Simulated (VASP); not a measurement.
A run of VASP 6.6.1 is set up as follows.

File POSCAR:

```
SiO2
1.0
   -0.0938886735      2.2042429805      2.2042429805
    2.2042429805     -0.0938886735      2.2042429805
    2.2042429805      2.2042429805     -0.0938886735
Si O
1 2
Direct
    0.0000000000      0.0000000000      0.0000000000
    0.2492576383      0.2492576383      0.2492576383
    0.7507423617      0.7507423617      0.7507423617
```

The input INCAR.step1:

```
PREC     = Accurate       # precision mode
ENCUT    = 520            # plane-wave cutoff, eV
ISMEAR   = 0              # smearing method
SIGMA    = 0.01           # smearing width, eV
LREAL    = F              # projectors in reciprocal space
LASPH    = T              # aspherical terms in the spheres
NELM     = 80             # most SCF steps
NBANDS   = 15             # bands
GGA      = PE             # functional
ALGO     = Normal         # electronic algorithm
EDIFF    = 1E-4           # SCF threshold, eV
LWAVE    = T              # write WAVECAR
LCHARG   = F              # write CHGCAR
```

INCAR.step2

```
PREC     = Accurate       # precision mode
ENCUT    = 520            # plane-wave cutoff, eV
EDIFF    = 1E-7           # SCF threshold, eV
ISMEAR   = 0              # smearing method
SIGMA    = 0.01           # smearing width, eV
LREAL    = F              # projectors in reciprocal space
LASPH    = T              # aspherical terms in the spheres
NELM     = 80             # most SCF steps
ALGO     = Normal         # electronic algorithm
ISIF     = 2              # what is computed and relaxed
LWAVE    = F              # write WAVECAR
LCHARG   = F              # write CHGCAR
METAGGA  = R2SCAN         # meta-GGA
LMIXTAU  = T            
NBANDS   = 15             # bands
ISTART   = 1
```

The input KPOINTS:

```
regular mesh
0
Gamma
  10 10 10
```

Potentials or basis: VASP PAW PBE potentials, release 64 (Si, O).

The run is started by

```sh
$ cat potpaw_PBE.64/Si/POTCAR potpaw_PBE.64/O/POTCAR > POTCAR
$ cp INCAR.step1 INCAR
$ mpirun -np 1 vasp_std > vasp.out
$ cp INCAR.step2 INCAR
$ mpirun -np 1 vasp_std > vasp.out
```

(1) Estimate the pressure.

(2) Estimate the band gap on the k mesh.

(3) What does it give for the largest force?

Results:

(1) 7.4 GPa.

(2) 2.84 eV.

(3) 0.010 eV/Å.

Caveat: the cell differs from its parent crystal (epitaxial 111 strain +1.5%); the cell stands under pressure; the PAW data sets were made with another functional, which shifts forces and pressure a little.
